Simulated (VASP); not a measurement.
Wanted: the native input for a VASP 6.6.1 run.

* Task: single point
* Functional: PBE
* Potentials or basis: VASP PAW PBE potentials, release 64 (Al)
* Cutoff: 520 eV
* k mesh: 20 × 20 × 20
* Occupations: gaussian, width 0.15 eV
* Spin: no spin polarisation
* Dipole correction: no
* Further INCAR settings: ALGO = Fast; EDIFF = 1e-06; NBANDS = 8

The structure of Al lies in POSCAR:

```
Al
1.0
    0.0000000000      2.0088001500      2.0239800000
    2.0391598500      0.0000000000      2.0239800000
    2.0391598500      2.0088001500      0.0000000000
Al
1
Direct
    0.0000000000      0.0000000000      0.0000000000
```

This cell differs from its parent crystal: strain +0.0075 x Voigt [1, -1, 0, 0, 0, 0].

One way to write it, as run:

INCAR

```
  PREC = Accurate
  ENCUT = 520
  EDIFF = 1E-6
  ISMEAR = 0
  SIGMA = 0.15
  LREAL = False
  LASPH = True
  NELM = 100
  ALGO = Fast
  ISIF = 2
  LWAVE = False
  LCHARG = False
  GGA = PE
  NBANDS = 8
```

KPOINTS

```
Automatic mesh
0
Gamma
  20 20 20
```

Potentials or basis: VASP PAW PBE potentials, release 64 (Al).

Command:

```console
$ cat potpaw_PBE.64/Al/POTCAR > POTCAR
$ mpirun -np 1 vasp_std > vasp.out
```

It gave:

```yaml
Pressure: -0.4 GPa
```

Caveat: the cell differs from its parent crystal (strain +0.0075 x Voigt [1, -1, 0, 0, 0, 0]).

Run time: 62 s on 1 thread of Intel Xeon 6975P-C, with other jobs on the host, peak memory 0.24 GiB.
